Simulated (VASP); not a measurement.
TiSi3, 4 atoms in the cell. It takes space group Fm-3m (No. 225, cubic). Conventional cell: a = 6.165 Å, b = 6.165 Å, c = 6.165 Å, α = 90.00°, β = 90.00°, γ = 90.00°. Within 3.5 Å of Si (site symmetry -43m) lie 4 Ti at 2.67 Å and 10 Si at 2.67 to 3.08 Å. Within 3.5 Å of Si (site symmetry m-3m) lie 8 Si at 2.67 Å and 6 Ti at 3.08 Å. Ti (site symmetry m-3m) has 14 Si at 2.67 to 3.08 Å within 3.5 Å. 

```yaml
Program: VASP 6.6.1
Task: single point
Functional: PBEsol
Potentials_or_basis: VASP PAW PBE potentials, release 64 (Si, Ti_sv)
Cutoff: 520 eV
k_mesh: 12 × 12 × 12
Occupations: gaussian, width 0.1 eV
Spin: no spin polarisation
Dipole_correction: no
Further_INCAR_settings: ALGO = Normal; EDIFF = 1e-06; NBANDS = 20
```

Potentials or basis: VASP PAW PBE potentials, release 64 (Si, Ti_sv).

The run is started by

```sh
$ cat potpaw_PBE.64/Si/POTCAR potpaw_PBE.64/Ti_sv/POTCAR > POTCAR
$ mpirun -np 1 vasp_std > vasp.out
```

Hardware: 1 thread of Intel(R) Xeon(R) Platinum 8259CL CPU @ 2.50GHz (Skylake/Cascade Lake), with other jobs on the host.

**Question.** How long does it take, and how much memory?

**Answer.** Run time: 47 s on 1 thread of Intel(R) Xeon(R) Platinum 8259CL CPU @ 2.50GHz (Skylake/Cascade Lake), with other jobs on the host, peak memory 0.22 GiB. Counts: scf iterations 14, k points 72.
